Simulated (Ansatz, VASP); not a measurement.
## ScAl7N8: VASP beside Ansatz

```
Sc Al N
1.0
     3.16056   -0.00445    5.01801
     3.16056    0.00445   -5.01801
    -3.16056    5.48321   -0.00486
Sc Al N
1 7 8
Direct
  0.16400 0.17195 0.33594
  0.16947 0.17066 0.83422
  0.66509 0.66519 0.33028
  0.66355 0.66475 0.83422
  0.08460 0.58303 0.16299
  0.57996 0.07839 0.16299
  0.08194 0.58951 0.67145
  0.58749 0.08070 0.66820
  0.36990 0.96553 0.33543
  0.86090 0.47160 0.33250
  0.35828 0.97890 0.83254
  0.85363 0.47426 0.83254
  0.28065 0.40338 0.15542
  0.27822 0.41014 0.68836
  0.75204 0.87477 0.15542
  0.77825 0.88923 0.66749
```

Alike in both runs: functional r2SCAN; k mesh 4 × 4 × 4; occupations gaussian, width 0.1 eV; no spin polarisation.

Ansatz relaxed the structure, and its values are those at the end. VASP's run is a single point on that final structure, the one shown.

|  | VASP | Ansatz |
| --- | --- | --- |
| version | VASP 6.6.1 | Ansatz 0.2.0 |
| potentials or method | VASP PAW PBE potentials, release 64 (Sc_sv, Al, N), cutoff 520 eV | scalar-relativistic, plane waves, PAW |
| valence electrons in the cell | 72 | 72 |

|  | VASP | Ansatz | Ansatz less VASP |
| --- | --- | --- | --- |
| gap on the k mesh at the Fermi level (eV) | 4.69 | 4.64 | -0.045 |
| least direct gap on the mesh (eV) | 4.69 | 4.64 | -0.045 |
| pressure (GPa) | -0.1 | -0.1 | +0.08 |
| rms of the force components (eV/Å) | 0.026 | 0.005 | -0.0214 |

VASP's potentials were made for PBE, not for r2SCAN. With one functional, cell and mesh, what is left measures potentials, basis and numerics.
